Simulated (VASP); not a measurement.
A run of VASP 6.6.1 is set up as follows.

POSCAR

```
MgO2
1.0
    1.5245229652      0.8801837444      3.5813283468
   -1.5245229652      0.8801837444      3.5813283468
    0.0000000000     -1.7603674887      3.5813283468
Mg O
1 2
Direct
    0.0000000000      0.0000000000      0.0000000000
    0.4287860000      0.4287860000      0.4287860000
    0.5712140000      0.5712140000      0.5712140000
```

Contents of INCAR.step1:

```
PREC = Accurate
ENCUT = 520
ISMEAR = 0
SIGMA = 0.05
LREAL = F
LASPH = T
NELM = 80
NBANDS = 14
GGA = PE
ALGO = Normal
EDIFF = 1E-4
LWAVE = T
LCHARG = F
```

The input INCAR.step2:

```
PREC = Accurate
ENCUT = 520
EDIFF = 1E-6
ISMEAR = 0
SIGMA = 0.05
LREAL = F
LASPH = T
NELM = 80
ALGO = Normal
ISIF = 2
LWAVE = F
LCHARG = F
METAGGA = R2SCAN
LMIXTAU = T
NBANDS = 14
ISTART = 1
```

The input KPOINTS:

```
regular mesh
0
Gamma
  12 12 12
```

Potentials or basis: VASP PAW PBE potentials, release 64 (Mg, O).

Run with:

```console
$ cat potpaw_PBE.64/Mg/POTCAR potpaw_PBE.64/O/POTCAR > POTCAR
$ cp INCAR.step1 INCAR
$ mpirun -np 1 vasp_std > vasp.out
$ cp INCAR.step2 INCAR
$ mpirun -np 1 vasp_std > vasp.out
```

Problem. What does it give for the band gap on the k mesh?

Solution. 2.20 eV, direct.

Problem. What does it give for the largest force?

Solution. 1.232 eV/Å.

Problem. Estimate the pressure.

Solution. 1.4 GPa.

Forces on the atoms (eV/Å):
```
Mg   0.000  0.000  0.000
O    0.000  0.000  1.232
O    0.000  0.000 -1.232
```

Caveat: the cell differs from its parent crystal (strain -0.050 along x and y, +0.025 along z); the PAW data sets were made with another functional, which shifts forces and pressure a little. A k mesh can miss the band edges.
